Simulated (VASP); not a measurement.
The system is BeCd3Te4.

```
Be Cd Te
1.0
     6.39097    0.03447   -0.04023
     0.03447    6.43877    0.06901
    -0.04023    0.06901    6.26591
Be Cd Te
1 3 4
Direct
  0.98256 0.97684 0.00983
  0.48957 0.99871 0.49927
  0.00981 0.50742 0.51464
  0.53136 0.50862 0.98086
  0.20827 0.77796 0.77677
  0.75930 0.76424 0.20967
  0.78432 0.24496 0.80527
  0.23482 0.22125 0.20368
```

```yaml
Program: VASP 6.6.1
Task: relaxation of cell and atoms
Functional: PBE
Potentials_or_basis: VASP PAW PBE potentials, release 64 (Be, Cd, Te)
Cutoff: 600 eV
k_mesh: 2 × 2 × 2
Occupations: gaussian, width 0.1 eV
Spin: no spin polarisation
```

At the start: pressure 1.4 GPa; volume 32.22 Å³/atom.

**Question.** Where does the relaxation end?

**Answer.** Over 19 steps the energy falls by 95.3 meV/atom and the volume is 32.55 Å³/atom (+1.0 %); space group P1 (No. 1, to 0.1 Å) before, P-43m (No. 215, to 0.1 Å).

Step by step:
| step | energy change (eV) | largest force (eV/Å) | pressure (GPa) | volume (Å³) |
| --- | --- | --- | --- | --- |
| 1 | 0.0000 | 2.0950 | 1.41 | 257.79 |
| 2 | -0.4506 | 0.9854 | -0.89 | 268.50 |
| 3 | -0.5012 | 0.7375 | -1.71 | 274.22 |
| 4 | -0.6961 | 0.4369 | -0.36 | 262.59 |
| 5 | -0.7179 | 0.3126 | 0.37 | 257.70 |
| 6 | -0.7393 | 0.1802 | 0.06 | 259.68 |
| 7 | -0.7405 | 0.1768 | -0.03 | 260.30 |
| 8 | -0.7475 | 0.1081 | -0.04 | 260.48 |
| 9 | -0.7506 | 0.1032 | -0.06 | 260.69 |
| 10 | -0.7534 | 0.0844 | 0.04 | 260.04 |
| 11 | -0.7556 | 0.0775 | 0.28 | 258.51 |
| 12 | -0.7568 | 0.0739 | 0.24 | 258.83 |
| 13 | -0.7590 | 0.0662 | 0.09 | 259.81 |
| 14 | -0.7573 | 0.1000 | -0.21 | 261.75 |
| 15 | -0.7594 | 0.0691 | -0.01 | 260.39 |
| 16 | -0.7604 | 0.0547 | -0.02 | 260.46 |
| 17 | -0.7620 | 0.0349 | -0.05 | 260.67 |
| 18 | -0.7621 | 0.0346 | -0.05 | 260.73 |
| 19 | -0.7627 | 0.0233 | 0.01 | 260.36 |

Final structure:
```
CELL_PARAMETERS angstrom
6.38451 -0.00200 0.00246
-0.00193 6.37724 0.00373
0.00088 0.00448 6.39471
ATOMIC_POSITIONS crystal
Be 0.99932 0.99939 0.00085
Cd 0.49793 0.00082 0.50120
Cd 0.00076 0.49807 0.49878
Cd 0.50195 0.50224 0.99869
Te 0.22573 0.77235 0.77295
Te 0.77289 0.77351 0.22945
Te 0.77311 0.22616 0.77291
Te 0.22830 0.22746 0.22517
```

Caveat: the k points lie up to 0.49 Å⁻¹ apart in the final cell.
